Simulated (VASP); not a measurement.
W8C9: single point with PBE

W8C9, a slab with vacuum:

```
W C
1.0
     5.74906    0.00000    0.00000
     0.00000    5.63318    0.00000
     0.00000    0.00000   15.14903
W C
8 9
Direct
  0.00000 0.00000 0.06601
  0.26716 0.00687 0.23035
  0.00000 0.50000 0.06601
  0.26333 0.49895 0.22980
  0.49999 0.00000 0.06601
  0.75371 0.00353 0.23249
  0.49999 0.50000 0.06601
  0.76458 0.48568 0.23994
  0.00631 0.24402 0.16630
  0.28387 0.25849 0.33151
  0.99358 0.74872 0.16354
  0.47545 0.88135 0.35140
  0.49271 0.23899 0.17092
  0.69330 0.23015 0.32957
  0.49542 0.74127 0.17216
  0.64139 0.71583 0.33459
  0.47964 0.13305 0.35911
```

```json
{"Program": "VASP 6.6.1", "Task": "single point", "Functional": "PBE", "Potentials or basis": "VASP PAW PBE potentials, release 64 (W_sv, C)", "Cutoff": "520 eV", "k mesh": "3 × 3 × 1", "Occupations": "fermi-dirac, width 0.15 eV", "Spin": "no spin polarisation"}
```

```
Largest force          : 2.986 eV/Å
Band gap on the k mesh : zero (bands 74 and 75 overlap by 0.16 eV)
```

Forces in eV/Å, atoms in the order of the input:
```
W    0.239  0.008 -0.684
W   -1.979 -1.656  0.130
W   -0.014 -0.263 -0.320
W   -1.110  0.615  0.577
W    0.018 -0.418 -0.662
W   -0.513 -2.765 -1.004
W    0.182 -0.289  0.137
W   -0.974  2.234 -0.294
C    0.322  0.282  1.247
C   -0.971  0.808 -0.391
C    1.011  0.086  1.900
C    0.739 -2.434 -0.821
C    1.344  1.150 -0.521
C    0.943  1.036  1.064
C    1.010  0.455 -0.486
C   -0.433  0.313 -0.614
C    0.186  0.837  0.743
```

Levels at points of the mesh, in eV from the Fermi level:
| k point | band 72 | band 73 | band 74 | band 75 | band 76 | band 77 |
| --- | --- | --- | --- | --- | --- | --- |
| (0.00, 0.00, 0.00) | -0.28 | -0.13 | 0.16 | 0.39 | 0.58 | 0.72 |

Wall time 16 min on 1 thread of Intel Xeon 8259CL, with other jobs on the host, peak memory 0.58 GiB.

Caveat: the k points lie up to 0.37 Å⁻¹ apart; spin-orbit coupling is left out, which moves the levels of the heavy elements.
